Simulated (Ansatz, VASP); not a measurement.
## SiC: VASP beside Ansatz

```
Si C
1.0
     3.13734    0.00000    0.00000
    -1.56867    2.71701    0.00000
     0.00000    0.00000    4.93272
Si C
2 2
Direct
  0.33333 0.66667 0.25000
  0.66667 0.33333 0.75000
  0.66667 0.33333 0.25000
  0.33333 0.66667 0.75000
```

Alike in both runs: task single point; functional PBE; k mesh 6 × 6 × 4; no spin polarisation.

|  | VASP | Ansatz |
| --- | --- | --- |
| version | VASP 6.6.1 | Ansatz 0.2.0 |
| potentials or method | VASP PAW PBE potentials, release 64 (Si, C) | plane waves |
| plane-wave cutoff (eV) | 600 | 420 |
| occupations | methfessel-paxton of order 1, width 0.001 eV | cold, width 0.001 eV |
| valence electrons in the cell | 16 | 16 |

|  | VASP | Ansatz | Ansatz less VASP |
| --- | --- | --- | --- |
| pressure (GPa) | 3.6 | 3.9 | +0.24 |
| traceless stress, the component that is largest in VASP (GPa) | -3.26 | -3.42 | -0.160 |

The k mesh is coarse, so the values compare programs but aren't converged.
